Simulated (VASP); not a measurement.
Write the native input for VASP 6.6.1 that does the following.

```yaml
Task: single point
Functional: RPBE
Potentials_or_basis: VASP PAW PBE potentials, release 64 (In_d)
Cutoff: 520 eV
k_mesh: 11 × 11 × 11
Occupations: fermi-dirac, width 0.1 eV
Spin: no spin polarisation
Dipole_correction: no
Further_INCAR_settings: ALGO = Normal; EDIFF = 1e-06; NBANDS = 12
```

The structure of In lies in POSCAR:

```
In
1.0
    3.0563079883      0.0000000000      0.0000000000
    0.0000000000      3.0563079883      0.0000000000
    0.0000000000      0.0000000000      3.0563079883
In
1
Direct
    0.0000000000      0.0000000000      0.0000000000
```

This cell differs from its parent crystal: volume scaled by 0.92.

These files were run (other wordings do the same):

INCAR

```
PREC = Accurate ; ENCUT = 520
EDIFF = 1E-6 ; ISMEAR = -1
SIGMA = 0.1 ; LREAL = False
LASPH = True ; NELM = 100
ALGO = Normal ; ISIF = 2
LWAVE = False ; LCHARG = False
GGA = RP ; NBANDS = 12
```

KPOINTS

```
Automatic mesh
0
Gamma
  11 11 11
```

Potentials or basis: VASP PAW PBE potentials, release 64 (In_d).

Run with:

```sh
$ cat potpaw_PBE.64/In_d/POTCAR > POTCAR
$ mpirun -np 1 vasp_std > vasp.out
```

It gave:

The pressure is 2.9 GPa.

Caveat: the PAW data sets were made with another functional, which shifts forces and pressure a little.

Wall time 5.8 s on 1 thread of Intel Xeon 6975P-C (shared host), peak memory 0.15 GiB.
